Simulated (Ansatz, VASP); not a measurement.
**AlCu: VASP beside Ansatz**

POSCAR

```
AlCu
1.0
    2.9975090000      0.0524564075      0.0000000000
    0.0524564075      2.9975090000      0.0000000000
    0.0000000000      0.0000000000      2.9975090000
Al Cu
1 1
Direct
    0.0000000000      0.0000000000      0.0000000000
    0.5000000000      0.5000000000      0.5000000000
```

File INCAR.step1:

```
SYSTEM = AlCu
ALGO = Normal ; EDIFF = 1E-4
ENCUT = 520 ; GGA = PE
ISMEAR = 0 ; LASPH = .True.
LCHARG = .False. ; LREAL = .False.
LWAVE = .True. ; NBANDS = 14
NELM = 100 ; PREC = Accurate
SIGMA = 0.15
```

INCAR.step2

```
SYSTEM = AlCu
ALGO = Normal ; EDIFF = 1E-6
ENCUT = 520 ; ISIF = 2
ISMEAR = 0 ; ISTART = 1
LASPH = .True. ; LCHARG = .True.
LELF = .True. ; LMIXTAU = .True.
LREAL = .False. ; LVHAR = .True.
LWAVE = .False. ; METAGGA = R2SCAN
NBANDS = 14 ; NELM = 100
PREC = Accurate ; SIGMA = 0.15
```

KPOINTS

```
k-points
0
Gamma
  16 16 16
  0 0 0
```

Input for Ansatz:

```yaml
crystal:
  lattice:
    - [2.997509, 0.0524564075, 0.0]
    - [0.0524564075, 2.997509, 0.0]
    - [0.0, 0.0, 2.997509]
  atoms:
    - { symbol: Al, position: [0.0, 0.0, 0.0] }
    - { symbol: Cu, position: [0.5, 0.5, 0.5] }
basis:
  ecutwfc: 500
kpoints:
  mp_grid: { grid: [16, 16, 16] }
hamiltonian:
  xc: r2scan
scf:
  occupations: { method: gaussian, width: 0.15 }
output:
  forces: true
  stress: true
  eigenvalues: true
```

Change from the starting cell: strain +0.0350 x Voigt [0, 0, 0, 0, 0, 1], atoms carried along.

Alike in both runs: task single point; functional r2SCAN; k mesh 16 × 16 × 16; occupations gaussian, width 0.15 eV; no spin polarisation.

```csv
,VASP,Ansatz
version,VASP 6.6.1,Ansatz 0.2.0
potentials or method,"VASP PAW PBE potentials, release 64 (Al, Cu), cutoff 520 eV","scalar-relativistic, plane waves, PAW"
valence electrons in the cell,14,22
```

|  | VASP | Ansatz | Ansatz less VASP |
| --- | --- | --- | --- |
| gap on the k mesh at the Fermi level (eV) | none | none | - |
| pressure (GPa) | -4.7 | -4.7 | -0.03 |
| traceless stress, the component that is largest in VASP (GPa) | -1.47 | -1.48 | -0.010 |

VASP's potentials were made for PBE, not for r2SCAN. A gap of «none» marks a metal or a gap that the smearing closes. With one functional, cell and mesh, what is left measures potentials, basis and numerics. VASP's potentials hold 14 valence electrons a cell and Ansatz's 22, so a difference there can come from the potentials and not from the codes.
